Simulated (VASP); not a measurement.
Wanted: the native input for a VASP 6.6.1 run.

| Property | Result |
| --- | --- |
| Task | single point |
| Functional | PBE |
| Potentials or basis | VASP PAW PBE potentials, release 64 (Sn_d, Te) |
| Cutoff | 520 eV |
| k mesh | 5 × 5 × 5 |
| Occupations | fermi-dirac, width 0.05 eV |
| Spin | no spin polarisation |
| Dipole correction | no |
| Further INCAR settings | ALGO = Normal; EDIFF = 1e-06; NBANDS = 32 |

The structure of Sn3Te lies in POSCAR:

```
Sn3Te
1.0
    4.8923892488      0.0000000000      0.0000000000
    0.0000000000      4.8923892488      0.0000000000
    0.0000000000      0.0000000000      4.8923892488
Sn Te
3 1
Direct
    0.5000000000      0.5000000000      0.0000000000
    0.5000000000      0.0000000000      0.5000000000
    0.0000000000      0.5000000000      0.5000000000
    0.0000000000      0.0000000000      0.0000000000
```

These files were run (other wordings do the same):

INCAR

```
SYSTEM = Sn3Te
  PREC = Accurate
  ENCUT = 520
  EDIFF = 1E-6
  ISMEAR = -1
  SIGMA = 0.05
  LREAL = .FALSE.
  LASPH = .TRUE.
  NELM = 60
  ALGO = Normal
  ISIF = 2
  LWAVE = .FALSE.
  LCHARG = .FALSE.
  GGA = PE
  NBANDS = 32
```

KPOINTS

```
Automatic mesh
0
G
  5 5 5
  0 0 0
```

Potentials or basis: VASP PAW PBE potentials, release 64 (Sn_d, Te).

Run with:

```bash
$ cat potpaw_PBE.64/Sn_d/POTCAR potpaw_PBE.64/Te/POTCAR > POTCAR
$ mpirun -np 1 vasp_std > vasp.out
```

Results of the run:

The pressure is -0.1 GPa and the band gap on the k mesh is zero (band 24 reaches 9.21 eV, above the bottom of band 25 at 7.25 eV).

Caveat: spin-orbit coupling is left out, which moves the levels of the heavy elements.

Wall time 15 s on 1 thread of Intel(R) Xeon(R) Platinum 8488C (Sapphire Rapids), on a shared host, peak memory 0.21 GiB.
